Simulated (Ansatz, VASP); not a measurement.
One calculation of Ge, two programs

```
CELL_PARAMETERS angstrom
-2.57449 2.57449 1.39741
2.57449 -2.57449 1.39741
2.57449 2.57449 -1.39741
ATOMIC_POSITIONS crystal
Ge 0.50000 0.50000 0.00000
Ge 0.25000 0.75000 0.50000
```

Alike in both runs: task relaxation of cell and atoms; functional PBE; k mesh 11 × 11 × 11; occupations fermi-dirac, width 0.05 eV; no spin polarisation.

```csv
,VASP,Ansatz
version,VASP 6.6.1,Ansatz 0.2.0
potentials or method,"VASP PAW PBE potentials, release 64 (Ge_d)",Ansatz PAW
plane-wave cutoff (eV),600,420
valence electrons in the cell,28,28
```

Ansatz gave:

* gap on the k mesh at the Fermi level, each at its own relaxed structure (eV): none
* relaxed volume (Å³/atom): 19.33
* relaxed cell length with the largest relative difference (Å): 3.959

Problem. Which values does VASP return?

Solution. gap on the k mesh at the Fermi level, each at its own relaxed structure (eV): none; relaxed volume (Å³/atom): 19.36; relaxed cell length with the largest relative difference (Å): 3.960.

A gap of «none» marks a metal or a gap that the smearing closes.

Noted on Ansatz's run: the plane-wave basis is chosen anew once the cell has moved, so the energies of steps on either side of that aren't comparable.
